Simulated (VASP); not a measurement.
# O in VASP: single point with LDA

Aim: the single point of O with LDA.

Program: VASP 6.6.1. These are calculated values, not measurements. Logs are shortened: lines on timing, memory, paths and dates and some standing lists are left out, and cuts for length are marked.

## 1. The cell of the first run

The cell holds a disordered packing, 16 atoms: a = 7.218 Å, b = 7.218 Å, c = 7.218 Å, α = 90.00°, β = 90.00°, γ = 90.00°.

## 2. Single point, LDA, collinear spin, ferromagnetic start

The input, INCAR:

```
  ALGO = Normal
  EDIFF = 1E-6
  ENCUT = 1000
  GGA = CA
  GGA_COMPAT = F
  ISIF = 2
  ISMEAR = -1
  ISPIN = 2
  LASPH = T
  LCHARG = F
  LORBIT = 11
  LREAL = Auto
  LWAVE = F
  MAGMOM = 1 1 1 1 1 1 1 1 1 1 1 1 1 1 1 1
  NBANDS = 66
  NELM = 200
  PREC = Accurate
  SIGMA = 0.02
```

The input, KPOINTS:

```
k-points
0
Gamma
  1 1 1
```

The input, POSCAR:

```
O
1.0
    7.2176520000      0.0000000000      0.0000000000
    0.0000000000      7.2176520000      0.0000000000
    0.0000000000      0.0000000000      7.2176520000
O
16
Direct
    0.0860840614      0.6224982861      0.1230649165
    0.2319194848      0.5443678516      0.1066734345
    0.3084393563      0.7463030527      0.7324666496
    0.1579645873      0.7952497749      0.6793928123
    0.3349421978      0.1633169129      0.6709812932
    0.4590637173      0.2712014215      0.6994687986
    0.8470981916      0.3420349587      0.9130269166
    0.8697516369      0.3277894714      0.7486670558
    0.7497835304      0.0655327697      0.3913409549
    0.5962717531      0.0989002351      0.3351751952
    0.6419569135      0.7328367684      0.9941582388
    0.6944608708      0.7133263916      0.8372116480
    0.2741978224     -0.0038170948      0.0738453321
    0.1573446067      0.1144858721      0.0633874366
    0.5753347852      0.6736068868      0.3960418091
    0.6468428844      0.5247986412      0.4159036082
```

Potentials or basis: VASP PAW LDA potentials, release 64 (O_h).

Command:

```console
> cat potpaw_LDA.64/O_h/POTCAR > POTCAR
> mpirun -np 1 vasp_gam > vasp.out
```

OUTCAR:

```text
EDIFF = 1E-6
   ENCUT = 1000
   GGA = CA
   ISIF = 2
   ISMEAR = -1
   ISPIN = 2
   LASPH = T
   LORBIT = 11
   LREAL = Auto
   NELM = 200
   PREC = Accurate

 ion  position               nearest neighbor table
   1  0.086  0.622  0.123-   2 1.20
   2  0.232  0.544  0.107-   1 1.20
   3  0.308  0.746  0.732-   4 1.20
   4  0.158  0.795  0.679-   3 1.20
   5  0.335  0.163  0.671-   6 1.20
   6  0.459  0.271  0.699-   5 1.20
[... 8 lines left out ...]
  15  0.575  0.674  0.396-  16 1.20
  16  0.647  0.525  0.416-  15 1.20

  LATTYP: Found a simple cubic cell.
 ALAT       =     7.2176520000

  Lattice vectors:

 A1 = (   7.2176520000,   0.0000000000,   0.0000000000)
 A2 = (   0.0000000000,   7.2176520000,   0.0000000000)
 A3 = (   0.0000000000,   0.0000000000,   7.2176520000)

Analysis of symmetry for initial positions (statically):
=====================================================================
 Subroutine PRICEL returns:
 Original cell was already a primitive cell.

 Routine SETGRP: Setting up the symmetry group for a
 simple cubic supercell.

 Subroutine GETGRP returns: Found  1 space group operations
 (whereof  1 operations were pure point group operations)
 out of a pool of 48 trial point group operations.

The static configuration has the point symmetry C_1 .

Analysis of symmetry for dynamics (positions and initial velocities):
=====================================================================
 Subroutine PRICEL returns:
 Original cell was already a primitive cell.

 Routine SETGRP: Setting up the symmetry group for a
 simple cubic supercell.

 Subroutine GETGRP returns: Found  1 space group operations
 (whereof  1 operations were pure point group operations)
 out of a pool of 48 trial point group operations.

The dynamic configuration has the point symmetry C_1 .

Analysis of structural, dynamic, and magnetic symmetry:
=====================================================================
 Subroutine PRICEL returns:
 Original cell was already a primitive cell.

 Routine SETGRP: Setting up the symmetry group for a
 simple cubic supercell.

 Subroutine GETGRP returns: Found  1 space group operations
 (whereof  1 operations were pure point group operations)
 out of a pool of 48 trial point group operations.

The overall configuration has the point symmetry C_1 .

[... 139 lines left out ...]

 number of electron      96.0000001 magnetization      16.0000002

 Free energy of the ion-electron system (eV)
  ---------------------------------------------------
  ext. energy  EPLUGINS =         0.00000000
  ---------------------------------------------------
  free energy    TOTEN  =       -86.02751293 eV

  energy without entropy =      -86.02751293  energy(sigma->0) =      -86.02751293

 E-fermi :  -2.6195     XC(G=0):  -6.5226

 val. band max:       -3.1657989827   @ k =   0.0000   0.0000   0.0000
 cond. band min:      -1.7957570600   @ k =   0.0000   0.0000   0.0000
 fundamental gap:      1.3700419227
 Fermi energy:        -2.6194623922

 spin component 1

 k-point     1 :       0.0000    0.0000    0.0000
  band No.  band energies     occupation
      1     -29.7901      1.00000
      2     -29.7504      1.00000
      3     -29.7295      1.00000
      4     -29.7150      1.00000
      5     -29.7109      1.00000
      6     -29.6932      1.00000
[... 52 lines left out ...]
     59       4.2160      0.00000
     60       4.4560      0.00000
 Fermi energy:        -2.6194623922

 spin component 2

 k-point     1 :       0.0000    0.0000    0.0000
  band No.  band energies     occupation
      1     -28.5871      1.00000
      2     -28.5458      1.00000
      3     -28.5251      1.00000
      4     -28.5088      1.00000
      5     -28.5056      1.00000
      6     -28.4867      1.00000
[... 52 lines left out ...]
     59       4.5534      0.00000
     60       4.9852      0.00000
 [bands above 60 left out]

------------------------ aborting loop because EDIFF is reached ----------------------------------------

  FORCE on cell =-STRESS in cart. coord.  units (eV):
  Direction    XX          YY          ZZ          XY          YZ          ZX
  --------------------------------------------------------------------------------------
  -------------------------------------------------------------------------------------
  Total        0.0626963     -0.1816299     -0.2748232     -0.6090118     -0.0123952     -0.0491489
  in kB        0.2671558     -0.7739449     -1.1710517     -2.5950662     -0.0528174     -0.2094290
  external PRESSURE =      -0.5592803 kB  Pullay stress =       0.0000000 kB

 VOLUME and BASIS-vectors are now :
 -----------------------------------------------------------------------------
  energy-cutoff  :     1000.00
  volume of cell :      376.00
      direct lattice vectors                 reciprocal lattice vectors
     7.217652000  0.000000000  0.000000000     0.138549212  0.000000000  0.000000000
     0.000000000  7.217652000  0.000000000     0.000000000  0.138549212  0.000000000
     0.000000000  0.000000000  7.217652000     0.000000000  0.000000000  0.138549212

 POSITION                                       TOTAL-FORCE (eV/Angst)
 -----------------------------------------------------------------------------------
      0.62132      4.49298      0.88824        -0.410331      0.220741      0.026574
      1.67391      3.92906      0.76993         0.409838     -0.208179     -0.046436
      2.22621      5.38656      5.28669         0.100485     -0.043824      0.021272
      1.14013      5.73984      4.90362        -0.099946      0.035223     -0.011143
      2.41750      1.17876      4.84291        -0.078878     -0.062826      0.006815
      3.31336      1.95744      5.04852         0.080081      0.071352      0.008677
[... 8 lines left out ...]
      4.15257      4.86186      2.85849        -0.207849      0.446795     -0.062598
      4.66869      3.78781      3.00185         0.207626     -0.431289      0.060687
 -----------------------------------------------------------------------------------
    total drift:                                0.000414      0.001934      0.000240

  FREE ENERGIE OF THE ION-ELECTRON SYSTEM (eV)
  ---------------------------------------------------
  free  energy   TOTEN  =       -86.0275129329 eV

  energy  without entropy=      -86.0275129329  energy(sigma->0) =      -86.02751293

 total charge

# of ion       s       p       d       tot
------------------------------------------
    1        1.076   2.232   0.000   3.307
    2        1.076   2.231   0.000   3.307
    3        1.076   2.228   0.000   3.304
    4        1.077   2.227   0.000   3.304
    5        1.076   2.228   0.000   3.304
    6        1.076   2.227   0.000   3.304
[... 8 lines left out ...]
   15        1.076   2.231   0.000   3.307
   16        1.076   2.231   0.000   3.307
--------------------------------------------------
tot         17.220  35.663   0.000  52.883

 magnetization (x)

# of ion       s       p       d       tot
------------------------------------------
    1        0.013   0.605   0.000   0.618
    2        0.013   0.605   0.000   0.619
    3        0.013   0.605   0.000   0.618
    4        0.013   0.606   0.000   0.619
    5        0.013   0.605   0.000   0.618
    6        0.013   0.606   0.000   0.619
[... 8 lines left out ...]
   15        0.013   0.604   0.000   0.617
   16        0.013   0.607   0.000   0.620
--------------------------------------------------
tot          0.211   9.685   0.000   9.897
```

OSZICAR:

```text
N       E                     dE             d eps       ncg     rms          rms(c)
DAV:   1     0.149721745117E+04    0.14972E+04   -0.71880E+04   264   0.225E+03
DAV:   2     0.215571276760E+03   -0.12816E+04   -0.12138E+04   360   0.393E+02
DAV:   3    -0.729695879162E+02   -0.28854E+03   -0.28076E+03   344   0.197E+02
DAV:   4    -0.857169015206E+02   -0.12747E+02   -0.11667E+02   304   0.421E+01
DAV:   5    -0.861690779901E+02   -0.45218E+00   -0.45176E+00   376   0.729E+00    0.200E+01
DAV:   6    -0.859189534359E+02    0.25012E+00   -0.56104E+00   312   0.112E+01    0.953E+00
DAV:   7    -0.861132223955E+02   -0.19427E+00   -0.10722E+00   304   0.515E+00    0.404E+00
DAV:   8    -0.860212203425E+02    0.92002E-01   -0.50478E-01   320   0.291E+00    0.123E+00
DAV:   9    -0.860270878118E+02   -0.58675E-02   -0.35289E-02   336   0.904E-01    0.583E-01
DAV:  10    -0.860273229616E+02   -0.23515E-03   -0.46873E-03   320   0.359E-01    0.113E-01
DAV:  11    -0.860274221986E+02   -0.99237E-04   -0.39330E-04   304   0.102E-01    0.466E-02
DAV:  12    -0.860274742420E+02   -0.52043E-04   -0.88958E-05   336   0.450E-02    0.230E-02
DAV:  13    -0.860274934548E+02   -0.19213E-04   -0.22491E-05   400   0.275E-02    0.131E-02
DAV:  14    -0.860275030854E+02   -0.96306E-05   -0.41009E-06   304   0.149E-02    0.672E-03
DAV:  15    -0.860275110710E+02   -0.79856E-05   -0.35847E-06   272   0.155E-02    0.423E-03
DAV:  16    -0.860275126893E+02   -0.16183E-05   -0.22365E-06   240   0.125E-02    0.235E-03
DAV:  17    -0.860275129329E+02   -0.24356E-06   -0.15730E-06   192   0.667E-03
   1 F= -.86027513E+02 E0= -.86027513E+02  d E =-.806409E-12  mag=    16.0000
```

It took 3.2 min on 1 thread of Intel Xeon Platinum 8259CL at 2.50GHz (Skylake/Cascade Lake), shared host; peak memory 0.77 GiB.

What came out:

```
Free energy                                           : -86.0275 eV
Pressure                                              : -0.1 GPa
Largest force                                         : 0.497 eV/Å
Net moment                                            : 16.00 μB per cell
Site moments                                          : O +0.62 μB
Valence electrons inside the program's atomic spheres : O 3.31, 3.30 (each value once)
```

Forces on the atoms (eV/Å):
```
O   -0.410  0.221  0.027
O    0.410 -0.208 -0.046
O    0.100 -0.044  0.021
O   -0.100  0.035 -0.011
O   -0.079 -0.063  0.007
O    0.080  0.071  0.009
O   -0.041  0.036  0.312
O    0.050 -0.040 -0.321
O    0.125 -0.007  0.053
O   -0.135  0.005 -0.041
O   -0.085  0.025  0.272
O    0.077 -0.045 -0.257
O    0.204 -0.202 -0.002
O   -0.196  0.201 -0.020
O   -0.208  0.447 -0.063
O    0.208 -0.431  0.061
```

Stress tensor (GPa, compression positive):
```
 0.03 -0.26 -0.02
-0.26 -0.08 -0.01
-0.02 -0.01 -0.12
```

Caveat: the k points lie up to 0.87 Å⁻¹ apart, too coarse for converged energies, forces and pressures.
